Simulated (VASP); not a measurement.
# BC7 in VASP: notebook

BC7 is run at these levels: PBE; tasks: single point.

Everything below comes from runs of VASP 6.6.1. Logs are shortened: lines on timing, memory, paths and dates and some standing lists are left out, and cuts for length are marked.

### 1 The cell of the first run

The structure is tetragonal, space group P-4m2 (No. 115). The conventional cell has a = 2.518 Å, b = 2.518 Å, c = 7.494 Å, α = 90.00°, β = 90.00°, γ = 90.00°. Within 2.0 Å of C (site symmetry 2mm) lie 4 C at 1.53 to 1.56 Å. Within 2.0 Å of C (site symmetry 2mm) lie 2 C at 1.53 Å and 2 B at 1.65 Å. Within 2.1 Å of C (site symmetry 2mm) lie 4 C at 1.54 to 1.56 Å. Within 2.1 Å of C (site symmetry -4m2) lie 4 C at 1.54 Å. Within 2.2 Å of B (site symmetry -4m2) lie 4 C at 1.65 Å.

### 2 Single point, PBE

Contents of INCAR:

```
SYSTEM = BC7
PREC     = Accurate       ! precision mode
ENCUT    = 520            ! plane-wave cutoff, eV
EDIFF    = 1E-6           ! SCF threshold, eV
ISMEAR   = -1             ! smearing method
SIGMA    = 0.05           ! smearing width, eV
LREAL    = .FALSE.        ! projectors in reciprocal space
LASPH    = .TRUE.         ! aspherical terms in the spheres
NELM     = 80             ! most SCF steps
ALGO     = Normal         ! electronic algorithm
ISIF     = 2              ! what is computed and relaxed
LWAVE    = .FALSE.        ! write WAVECAR
LCHARG   = .FALSE.        ! write CHGCAR
GGA      = PE             ! functional
NBANDS   = 26             ! bands
```

Contents of KPOINTS:

```
Automatic mesh
0
G
  10 10 4
  0 0 0
```

Contents of POSCAR:

```
BC7
1.0
    2.5183650000      0.0000000000      0.0000000000
    0.0000000000      2.5183650000      0.0000000000
    0.0000000000      0.0000000000      7.4943010000
C B
7 1
Direct
    0.5000000000      0.5000000000      0.7579230000
    0.5000000000      0.5000000000      0.2420770000
    0.5000000000      0.0000000000      0.3576550000
    0.0000000000      0.5000000000      0.6423450000
    0.5000000000      0.0000000000      0.8809050000
    0.0000000000      0.5000000000      0.1190950000
    0.0000000000      0.0000000000      0.0000000000
    0.0000000000      0.0000000000      0.5000000000
```

Potentials or basis: VASP PAW PBE potentials, release 64 (C, B).

Command:

```console
$ cat potpaw_PBE.64/C/POTCAR potpaw_PBE.64/B/POTCAR > POTCAR
$ mpirun -np 1 vasp_std > vasp.out
```

OUTCAR:

```text
SYSTEM = BC7
   PREC = Accurate
   ENCUT = 520
   EDIFF = 1E-6
   ISMEAR = -1
   LREAL = .FALSE.
   LASPH = .TRUE.
   NELM = 80
   ISIF = 2
   GGA = PE

 ion  position               nearest neighbor table
   1  0.500  0.500  0.758-   4 1.53   4 1.53   5 1.56   5 1.56
   2  0.500  0.500  0.242-   3 1.53   3 1.53   6 1.56   6 1.56
   3  0.500  0.000  0.358-   2 1.53   2 1.53   8 1.65   8 1.65
   4  0.000  0.500  0.642-   1 1.53   1 1.53   8 1.65   8 1.65
   5  0.500  0.000  0.881-   7 1.54   7 1.54   1 1.56   1 1.56
   6  0.000  0.500  0.119-   7 1.54   7 1.54   2 1.56   2 1.56
   7  0.000  0.000  0.000-   5 1.54   6 1.54   6 1.54   5 1.54
   8  0.000  0.000  0.500-   3 1.65   4 1.65   4 1.65   3 1.65

  LATTYP: Found a simple tetragonal cell.
 ALAT       =     2.5183650000
 C/A-ratio  =     2.9758597344

  Lattice vectors:

 A1 = (   2.5183650000,   0.0000000000,   0.0000000000)
 A2 = (   0.0000000000,   2.5183650000,   0.0000000000)
 A3 = (   0.0000000000,   0.0000000000,   7.4943010000)

Analysis of symmetry for initial positions (statically):
=====================================================================
 Subroutine PRICEL returns:
 Original cell was already a primitive cell.

 Routine SETGRP: Setting up the symmetry group for a
 simple tetragonal supercell.

 Subroutine GETGRP returns: Found  8 space group operations
 (whereof  8 operations were pure point group operations)
 out of a pool of 16 trial point group operations.

The static configuration has the point symmetry D_2d.

Analysis of symmetry for dynamics (positions and initial velocities):
=====================================================================
 Subroutine PRICEL returns:
 Original cell was already a primitive cell.

 Routine SETGRP: Setting up the symmetry group for a
 simple tetragonal supercell.

 Subroutine GETGRP returns: Found  8 space group operations
 (whereof  8 operations were pure point group operations)
 out of a pool of 16 trial point group operations.

The dynamic configuration has the point symmetry D_2d.

 Subroutine INISYM returns: Found  8 space group operations
 (whereof  8 operations are pure point group operations),
 and found     1 'primitive' translations

----------------------------------------------------------------------------------------

                                     Primitive cell

  volume of cell :      47.5301

  direct lattice vectors                    reciprocal lattice vectors
     2.518365000  0.000000000  0.000000000     0.397083028  0.000000000  0.000000000
     0.000000000  2.518365000  0.000000000     0.000000000  0.397083028  0.000000000
     0.000000000  0.000000000  7.494301000     0.000000000  0.000000000  0.133434726

  length of vectors
     2.518365000  2.518365000  7.494301000     0.397083028  0.397083028  0.133434726

  position of ions in fractional coordinates (direct lattice)
     0.500000000  0.500000000  0.757923000
     0.500000000  0.500000000  0.242077000
     0.500000000  0.000000000  0.357655000
     0.000000000  0.500000000  0.642345000
     0.500000000  0.000000000  0.880905000
     0.000000000  0.500000000  0.119095000
     0.000000000  0.000000000  0.000000000
     0.000000000  0.000000000  0.500000000

  ion indices of the primitive-cell ions
   primitive index   ion index
                 1           1
                 2           2
                 3           3
                 4           4
                 5           5
                 6           6
                 7           7
                 8           8

----------------------------------------------------------------------------------------

 KPOINTS: Automatic mesh

Automatic generation of k-mesh.
 Grid dimensions read from file:
 generate k-points for:   10   10    4

 Generating k-lattice:

  Cartesian coordinates                     Fractional coordinates (reciprocal lattice)
     0.039708303  0.000000000  0.000000000     0.100000000  0.000000000  0.000000000
     0.000000000  0.039708303  0.000000000     0.000000000  0.100000000  0.000000000
     0.000000000  0.000000000  0.033358681     0.000000000  0.000000000  0.250000000

  Length of vectors
     0.039708303  0.039708303  0.033358681

  Shift w.r.t. Gamma in fractional coordinates (k-lattice)
     0.000000000  0.000000000  0.000000000

 Subroutine IBZKPT returns following result:
 ===========================================

 Found     63 irreducible k-points:

 Following reciprocal coordinates:
            Coordinates               Weight
  0.000000  0.000000  0.000000      1.000000
  0.100000  0.000000  0.000000      4.000000
  0.200000  0.000000  0.000000      4.000000
  0.300000  0.000000  0.000000      4.000000
  0.400000  0.000000  0.000000      4.000000
  0.500000  0.000000  0.000000      2.000000
[... 16 lines left out ...]
  0.100000  0.000000  0.250000      8.000000
  0.200000  0.000000  0.250000      8.000000
 [... further k-points ...]
   k-points           NKPTS =     63   k-points in BZ     NKDIM =     63   number of bands    NBANDS=     26
   number of dos      NEDOS =    301   number of ions     NIONS =      8
   total plane-waves  NPLWV =  22400
   dimension x,y,z NGX =    20 NGY =   20 NGZ =   56
   dimension x,y,z NGXF=    40 NGYF=   40 NGZF=  112
   ions per type =               7   1
   NGX,Y,Z   is equivalent  to a cutoff of  13.20, 13.20, 12.42 a.u.
   NGXF,Y,Z  is equivalent  to a cutoff of  26.41, 26.41, 24.84 a.u.
 SYSTEM =  BC7
   PREC   = accura    normal or accurate (medium, high low for compatibility)
   ISTART =      0    job   : 0-new  1-cont  2-samecut
   ICHARG =      2    charge: 1-file 2-atom 10-const
   ISPIN  =      1    spin polarized calculation?
   LNONCOLLINEAR =      F non collinear calculations
   LSORBIT =      F    spin-orbit coupling
   LASPH  =      T    aspherical Exc in radial PAW
   ENCUT  =  520.0 eV  38.22 Ry    6.18 a.u.   4.68  4.68 13.93*2*pi/ulx,y,z
   NELM   =     80;   NELMIN=  2; NELMDL= -5     # of ELM steps
   EDIFF  = 0.1E-05   stopping-criterion for ELM
   LREAL  =      F    real-space projection
   EDIFFG = 0.1E-04   stopping-criterion for IOM
   NSW    =      0    number of steps for IOM
   IBRION =     -1    ionic relax: 0-MD 1-quasi-New 2-CG
   NFREE  =      0    steps in history (QN), initial steepest desc. (CG)
   ISIF   =      2    stress and relaxation
   ISYM   =      2    0-nonsym 1-usesym 2-fastsym
   POTIM  = 0.5000    time-step for ionic-motion
   TEBEG  =    0.0;   TEEND  =   0.0 temperature during run
   PSTRESS=    0.0 pullay stress
   NELECT =      31.0000    total number of electrons
   NUPDOWN=      -1.0000    fix difference up-down
   EMIN   =  10.00;   EMAX   =-10.00  energy-range for DOS
   EFERMI =   0.00;   METHOD = LEGACY
   ISMEAR =    -1;   SIGMA  =   0.05  broadening in eV -4-tet -1-fermi 0-gaus
   EFERMI_NEDOS =   21; number of points for ismear=-14 and -15
   IALGO  =     38    algorithm
   IMIX   =      4    mixing-type and parameters
     AMIX     =   0.40;   BMIX     =  1.00
     AMIX_MAG =   1.60;   BMIX_MAG =  1.00
  volume/ion in A,a.u.               =       5.94        40.09
  Fermi-wavevector in a.u.,A,eV,Ry     =   1.419730  2.682902 27.424374  2.015635
  Thomas-Fermi vector in A             =   2.540720
   LORBIT       =      0    0 simple, 1 ext, 2 COOP (PROOUT), +10 PAW based schemes
   GGA     = PE    functional components
   LHFCALC =     F    Hartree Fock is set to
   AEXX    =    0.0000 exact exchange contribution
   IVDW    =     0    specifies the selected vdW correction
   LEPSILON=     F    determine dielectric tensor
   LRPA    =     F    only Hartree local field effects (RPA)
 non-spin polarized calculation
  energy-cutoff  :      520.00
  volume of cell :       47.53
 maximum number of plane-waves:      1305
 NGX is ok and might be reduce to    20
   NGX =  9   NGY =  9   NGZ = 27

 number of electron      31.0000004 magnetization

 Free energy of the ion-electron system (eV)
  ---------------------------------------------------
  ext. energy  EPLUGINS =         0.00000000
  ---------------------------------------------------
  free energy    TOTEN  =       -69.69786287 eV

  energy without entropy =      -69.68623171  energy(sigma->0) =      -69.69204729

 E-fermi :   8.8422     XC(G=0): -12.9686

 val. band max:        8.8343557233   @ k =   0.4000   0.1000   0.5000
 cond. band min:       8.8449736548   @ k =   0.4000   0.1000   0.2500
 fundamental gap:      0.0106179315
 Fermi energy:         8.8422261927

 k-point     1 :       0.0000    0.0000    0.0000
  band No.  band energies     occupation
      1     -12.1449      2.00000
      2     -10.1836      2.00000
      3      -8.6036      2.00000
      4      -3.8230      2.00000
      5      -2.7861      2.00000
      6       3.0427      2.00000
[... 18 lines left out ...]
     25      19.7781      0.00000
     26      20.4156      0.00000

 k-point     2 :       0.1000    0.0000    0.0000
  band No.  band energies     occupation
      1     -11.9610      2.00000
      2     -10.0052      2.00000
      3      -8.4296      2.00000
      4      -3.7017      2.00000
      5      -2.6581      2.00000
      6       2.0825      2.00000
[... 18 lines left out ...]
     25      19.9752      0.00000
     26      20.1989      0.00000

 k-point     3 :       0.2000    0.0000    0.0000
  band No.  band energies     occupation
      1     -11.4119      2.00000
      2      -9.4749      2.00000
      3      -7.9170      2.00000
      4      -3.4627      2.00000
      5      -2.3355      2.00000
      6       0.3533      2.00000
[... 572 lines left out ...]
 k-point    23 :       0.1000    0.0000    0.2500
  band No.  band energies     occupation
      1     -11.9185      2.00000
      2     -10.2548      2.00000
      3      -7.9343      2.00000
      4      -4.8628      2.00000
      5      -1.3209      2.00000
      6       1.8954      2.00000
[... 18 lines left out ...]
     25      18.7040      0.00000
     26      18.8235      0.00000

 k-point    24 :       0.2000    0.0000    0.2500
  band No.  band energies     occupation
      1     -11.3697      2.00000
      2      -9.7208      2.00000
      3      -7.4350      2.00000
      4      -4.4592      2.00000
      5      -1.4246      2.00000
      6       0.3213      2.00000
[... 18 lines left out ...]
     25      18.9815      0.00000
     26      20.6137      0.00000

 [... further k-points ...]
[... 5 lines left out ...]
  --------------------------------------------------------------------------------------
  -------------------------------------------------------------------------------------
  Total        0.0014170      0.0014170     -0.3184325      0.0000000      0.0000000      0.0000000
  in kB        0.0477649      0.0477649    -10.7339466      0.0000000      0.0000000      0.0000000
  external PRESSURE =      -3.5461389 kB  Pullay stress =       0.0000000 kB

 VOLUME and BASIS-vectors are now :
 -----------------------------------------------------------------------------
  energy-cutoff  :      520.00
  volume of cell :       47.53
      direct lattice vectors                 reciprocal lattice vectors
     2.518365000  0.000000000  0.000000000     0.397083028  0.000000000  0.000000000
     0.000000000  2.518365000  0.000000000     0.000000000  0.397083028  0.000000000
     0.000000000  0.000000000  7.494301000     0.000000000  0.000000000  0.133434726

 POSITION                                       TOTAL-FORCE (eV/Angst)
 -----------------------------------------------------------------------------------
      1.25918      1.25918      5.68010        -0.000000      0.000000      0.018645
      1.25918      1.25918      1.81420        -0.000000      0.000000     -0.018645
      1.25918      0.00000      2.68037        -0.000000     -0.000000     -0.062519
      0.00000      1.25918      4.81393        -0.000000      0.000000      0.062519
      1.25918      0.00000      6.60177        -0.000000      0.000000     -0.013398
      0.00000      1.25918      0.89253         0.000000     -0.000000      0.013398
      0.00000      0.00000      0.00000        -0.000000      0.000000      0.000000
      0.00000      0.00000      3.74715        -0.000000      0.000000      0.000000
 -----------------------------------------------------------------------------------
    total drift:                                0.000000      0.000000      0.000000

  FREE ENERGIE OF THE ION-ELECTRON SYSTEM (eV)
  ---------------------------------------------------
  free  energy   TOTEN  =       -69.6978628685 eV

  energy  without entropy=      -69.6862317144  energy(sigma->0) =      -69.69204729
```

Run time: 53 s. Hardware: 1 thread of AMD EPYC 7R43 (Zen 3), shared host; peak memory 0.15 GiB.

Results:

- Free energy: -69.6979 eV
- Pressure: -0.4 GPa
- Largest force: 0.063 eV/Å

Forces on the atoms (eV/Å):
```
C    0.000  0.000  0.019
C    0.000  0.000 -0.019
C    0.000  0.000 -0.063
C    0.000  0.000  0.063
C    0.000  0.000 -0.013
C    0.000  0.000  0.013
C    0.000  0.000  0.000
B    0.000  0.000  0.000
```

[end of part 1 of 2]
